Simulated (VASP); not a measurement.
# TaSi2 (P3_212) in VASP: further runs, part 2 of 2

VASP 6.6.1. Earlier steps stand in the parts before.

## (4) Single point, PBEsol (mode 4 (107.0 1/cm) frozen in, largest displacement +0.188 Å)

INCAR reads:

```
SYSTEM = TaSi2
PREC     = Accurate       ! precision mode
ENCUT    = 520            ! plane-wave cutoff, eV
EDIFF    = 1E-7           ! SCF threshold, eV
ISMEAR   = 0              ! smearing method
SIGMA    = 0.15           ! smearing width, eV
LREAL    = .False.        ! projectors in reciprocal space
LASPH    = .True.         ! aspherical terms in the spheres
NELM     = 60             ! most SCF steps
ALGO     = Normal         ! electronic algorithm
ISIF     = 2              ! what is computed and relaxed
LWAVE    = .False.        ! write WAVECAR
LCHARG   = .False.        ! write CHGCAR
GGA      = PS             ! functional
NBANDS   = 38             ! bands
```

KPOINTS reads:

```
Automatic mesh
0
Gamma
  12 12 6
  0 0 0
```

POSCAR reads:

```
TaSi2
1.0
    4.7608595319      0.0000000000      0.0000000000
   -2.3804297659      4.1230252985      0.0000000000
    0.0000000000      0.0000000000      6.5557841497
Ta Si
3 6
Direct
    0.5227381578      0.0454763157      0.5000000000
    0.5227381578      0.4772618422      0.8333333333
   -0.0454763157      0.4772618422      0.1666666667
    0.1764880172      0.3529760345      0.5000000000
    0.8579529312      0.1420470688      0.8333333333
    0.6470239655      0.8235119828      0.1666666667
    0.8579529312      0.7159058625      0.5000000000
    0.1764880172      0.8235119828      0.8333333333
    0.2840941375      0.1420470688      0.1666666667
```

Potentials or basis: VASP PAW PBE potentials, release 64 (Ta_pv, Si).

The run is started by

```console
> cat potpaw_PBE.64/Ta_pv/POTCAR potpaw_PBE.64/Si/POTCAR > POTCAR
> mpirun -np 1 vasp_std > vasp.out
```

OUTCAR:

```text
SYSTEM = TaSi2
   PREC = Accurate
   ENCUT = 520
   EDIFF = 1E-7
   ISMEAR = 0
   LREAL = .False.
   LASPH = .True.
   NELM = 60
   ISIF = 2
   GGA = PS

 ion  position               nearest neighbor table
   1  0.523  0.045  0.500-   9 2.61   5 2.61   6 2.62   8 2.62   4 2.70   4 2.70   7 2.74   7 2.74
                             7 2.76   4 2.86   2 3.00   3 3.00   2 3.48   3 3.48
   2  0.523  0.477  0.833-   7 2.61   9 2.61   4 2.62   6 2.62   8 2.70   8 2.70   5 2.74   5 2.74
                             5 2.76   8 2.86   1 3.00   3 3.00   1 3.48   3 3.48
   3  0.955  0.477  0.167-   7 2.61   5 2.61   4 2.62   8 2.62   6 2.70   6 2.70   9 2.74   9 2.74
                             9 2.76   6 2.86   1 3.00   2 3.00   1 3.48   2 3.48
   4  0.176  0.353  0.500-   9 2.56   5 2.56   3 2.62   2 2.62   7 2.63   1 2.70   1 2.70   7 2.81
                             7 2.81   1 2.86   8 3.13   6 3.13
   5  0.858  0.142  0.833-   4 2.56   6 2.56   1 2.61   3 2.61   8 2.63   2 2.74   2 2.74   2 2.76
                             8 2.81   8 2.81   7 2.98   9 2.98
   6  0.647  0.824  0.167-   7 2.56   5 2.56   1 2.62   2 2.62   9 2.63   3 2.70   3 2.70   9 2.81
                             9 2.81   3 2.86   4 3.13   8 3.13
   7  0.858  0.716  0.500-   6 2.56   8 2.56   3 2.61   2 2.61   4 2.63   1 2.74   1 2.74   1 2.76
                             4 2.81   4 2.81   5 2.98   9 2.98
   8  0.176  0.824  0.833-   7 2.56   9 2.56   1 2.62   3 2.62   5 2.63   2 2.70   2 2.70   5 2.81
                             5 2.81   2 2.86   4 3.13   6 3.13
   9  0.284  0.142  0.167-   4 2.56   8 2.56   1 2.61   2 2.61   6 2.63   3 2.74   3 2.74   3 2.76
                             6 2.81   6 2.81   7 2.98   5 2.98

  LATTYP: Found a hexagonal cell.
 ALAT       =     4.7608595319
 C/A-ratio  =     1.3770169243

  Lattice vectors:

 A1 = (   4.7608595319,   0.0000000000,   0.0000000000)
 A2 = (  -2.3804297659,   4.1230252985,   0.0000000000)
 A3 = (   0.0000000000,   0.0000000000,   6.5557841497)

Analysis of symmetry for initial positions (statically):
=====================================================================
 Subroutine PRICEL returns:
 Original cell was already a primitive cell.

 Routine SETGRP: Setting up the symmetry group for a
 hexagonal supercell.

 Subroutine GETGRP returns: Found  6 space group operations
 (whereof  2 operations were pure point group operations)
 out of a pool of 24 trial point group operations.

The static configuration has the point symmetry C_2 .
 The point group associated with its full space group is D_3 .

Analysis of symmetry for dynamics (positions and initial velocities):
=====================================================================
 Subroutine PRICEL returns:
 Original cell was already a primitive cell.

 Routine SETGRP: Setting up the symmetry group for a
 hexagonal supercell.

 Subroutine GETGRP returns: Found  6 space group operations
 (whereof  2 operations were pure point group operations)
 out of a pool of 24 trial point group operations.

The dynamic configuration has the point symmetry C_2 .
 The point group associated with its full space group is D_3 .

 Subroutine INISYM returns: Found  6 space group operations
 (whereof  2 operations are pure point group operations),
 and found     1 'primitive' translations

----------------------------------------------------------------------------------------

                                     Primitive cell

  volume of cell :     128.6844

  direct lattice vectors                    reciprocal lattice vectors
[... 86 lines left out ...]
   dimension x,y,z NGX =    36 NGY =   36 NGZ =   50
   dimension x,y,z NGXF=    72 NGYF=   72 NGZF=  100
   ions per type =               3   6
   NGX,Y,Z   is equivalent  to a cutoff of  12.57, 12.57, 12.68 a.u.
   NGXF,Y,Z  is equivalent  to a cutoff of  25.14, 25.14, 25.36 a.u.
 SYSTEM =  TaSi2
   PREC   = accura    normal or accurate (medium, high low for compatibility)
   ISTART =      0    job   : 0-new  1-cont  2-samecut
   ICHARG =      2    charge: 1-file 2-atom 10-const
   ISPIN  =      1    spin polarized calculation?
   LNONCOLLINEAR =      F non collinear calculations
   LSORBIT =      F    spin-orbit coupling
   LASPH  =      T    aspherical Exc in radial PAW
   ENCUT  =  520.0 eV  38.22 Ry    6.18 a.u.   8.85  8.85 12.19*2*pi/ulx,y,z
   NELM   =     60;   NELMIN=  2; NELMDL= -5     # of ELM steps
   EDIFF  = 0.1E-06   stopping-criterion for ELM
   LREAL  =      F    real-space projection
   EDIFFG = 0.1E-05   stopping-criterion for IOM
   NSW    =      0    number of steps for IOM
   IBRION =     -1    ionic relax: 0-MD 1-quasi-New 2-CG
   NFREE  =      0    steps in history (QN), initial steepest desc. (CG)
   ISIF   =      2    stress and relaxation
   ISYM   =      2    0-nonsym 1-usesym 2-fastsym
   POTIM  = 0.5000    time-step for ionic-motion
   TEBEG  =    0.0;   TEEND  =   0.0 temperature during run
   PSTRESS=    0.0 pullay stress
   NELECT =      57.0000    total number of electrons
   NUPDOWN=      -1.0000    fix difference up-down
   EMIN   =  10.00;   EMAX   =-10.00  energy-range for DOS
   EFERMI =   0.00;   METHOD = LEGACY
   ISMEAR =     0;   SIGMA  =   0.15  broadening in eV -4-tet -1-fermi 0-gaus
   EFERMI_NEDOS =   21; number of points for ismear=-14 and -15
   IALGO  =     38    algorithm
   IMIX   =      4    mixing-type and parameters
     AMIX     =   0.40;   BMIX     =  1.00
     AMIX_MAG =   1.60;   BMIX_MAG =  1.00
  volume/ion in A,a.u.               =      14.30        96.49
  Fermi-wavevector in a.u.,A,eV,Ry     =   1.247933  2.358251 21.188838  1.557336
  Thomas-Fermi vector in A             =   2.382042
   LORBIT       =      0    0 simple, 1 ext, 2 COOP (PROOUT), +10 PAW based schemes
   GGA     = PS    functional components
   LHFCALC =     F    Hartree Fock is set to
   AEXX    =    0.0000 exact exchange contribution
   IVDW    =     0    specifies the selected vdW correction
   LEPSILON=     F    determine dielectric tensor
   LRPA    =     F    only Hartree local field effects (RPA)
 non-spin polarized calculation
 Gauss-broadening in eV      SIGMA  =   0.15
  energy-cutoff  :      520.00
  volume of cell :      128.68
 maximum number of plane-waves:      3501
   NGX = 17   NGY = 17   NGZ = 25

 number of electron      57.0000002 magnetization

 Free energy of the ion-electron system (eV)
  ---------------------------------------------------
  ext. energy  EPLUGINS =         0.00000000
  ---------------------------------------------------
  free energy    TOTEN  =       -76.88062550 eV

  energy without entropy =      -76.84324661  energy(sigma->0) =      -76.86193606

 E-fermi :   9.5233     XC(G=0): -12.2049

 val. band max:        9.5231383190   @ k =   0.2500   0.0833   0.5000
 cond. band min:       9.5247195389   @ k =   0.4167   0.0833   0.0000
 fundamental gap:      0.0015812199
 Fermi energy:         9.5232546197

 k-point     1 :       0.0000    0.0000    0.0000
  band No.  band energies     occupation
      1     -24.9274      2.00000
      2     -24.9274      2.00000
      3     -24.8810      2.00000
      4     -24.8039      2.00000
      5     -24.8039      2.00000
      6     -24.7634      2.00000
[... 973 lines left out ...]
     37      13.4555      0.00000
     38      13.6096      0.00000

 [... further k-points ...]

------------------------ aborting loop because EDIFF is reached ----------------------------------------

  FORCE on cell =-STRESS in cart. coord.  units (eV):
  Direction    XX          YY          ZZ          XY          YZ          ZX
  --------------------------------------------------------------------------------------
  -------------------------------------------------------------------------------------
  Total        0.6783103      0.6783103      1.0811714      0.0000000      0.0000000     -0.0000000
  in kB        8.4452594      8.4452594     13.4610554      0.0000000      0.0000000     -0.0000000
  external PRESSURE =      10.1171914 kB  Pullay stress =       0.0000000 kB

 VOLUME and BASIS-vectors are now :
 -----------------------------------------------------------------------------
  energy-cutoff  :      520.00
  volume of cell :      128.68
      direct lattice vectors                 reciprocal lattice vectors
     4.760859532  0.000000000  0.000000000     0.210046105  0.121270175  0.000000000
    -2.380429766  4.123025298  0.000000000     0.000000000  0.242540350  0.000000000
     0.000000000  0.000000000  6.555784150     0.000000000  0.000000000  0.152537054

 POSITION                                       TOTAL-FORCE (eV/Angst)
 -----------------------------------------------------------------------------------
      2.38043      0.18750      3.27789        -0.000000     -1.503879      0.000000
      1.35259      1.96776      5.46315        -1.302397      0.751939      0.000000
      3.40826      1.96776      1.09263         1.302397      0.751939     -0.000000
     -0.00000      1.45533      3.27789        -0.000000     -0.067190      0.000000
      3.74646      0.58566      5.46315        -0.242908      0.140243      0.000000
      1.12008      3.39536      1.09263         0.058189      0.033595      0.000000
      2.38043      2.95170      3.27789        -0.000000     -0.280486      0.000000
     -1.12008      3.39536      5.46315        -0.058189      0.033595      0.000000
      1.01440      0.58566      1.09263         0.242908      0.140243     -0.000000
 -----------------------------------------------------------------------------------
    total drift:                                0.000000     -0.000000      0.000000

  FREE ENERGIE OF THE ION-ELECTRON SYSTEM (eV)
  ---------------------------------------------------
  free  energy   TOTEN  =       -76.8806255026 eV

  energy  without entropy=      -76.8432466116  energy(sigma->0) =      -76.86193606
```

Wall time 8.1 min (1 thread of Oxide Virtual Turin-like, shared host); peak memory 0.47 GiB.

Results:

- Free energy: -76.8806 eV
- Pressure: 1.0 GPa
- Largest force: 1.504 eV/Å

Forces on the atoms (eV/Å):
```
Ta   0.000 -1.504  0.000
Ta  -1.302  0.752  0.000
Ta   1.302  0.752  0.000
Si   0.000 -0.067  0.000
Si  -0.243  0.140  0.000
Si   0.058  0.034  0.000
Si   0.000 -0.280  0.000
Si  -0.058  0.034  0.000
Si   0.243  0.140  0.000
```

Stress tensor (GPa, compression positive):
```
0.84 0.00 0.00
0.00 0.84 0.00
0.00 0.00 1.35
```

Caveat: the cell differs from its parent crystal (mode 4 (107.0 1/cm) frozen in, largest displacement +0.188 Å); the PAW data sets were made with another functional, which shifts forces and pressure a little; spin-orbit coupling is left out, which moves the levels of the heavy elements.
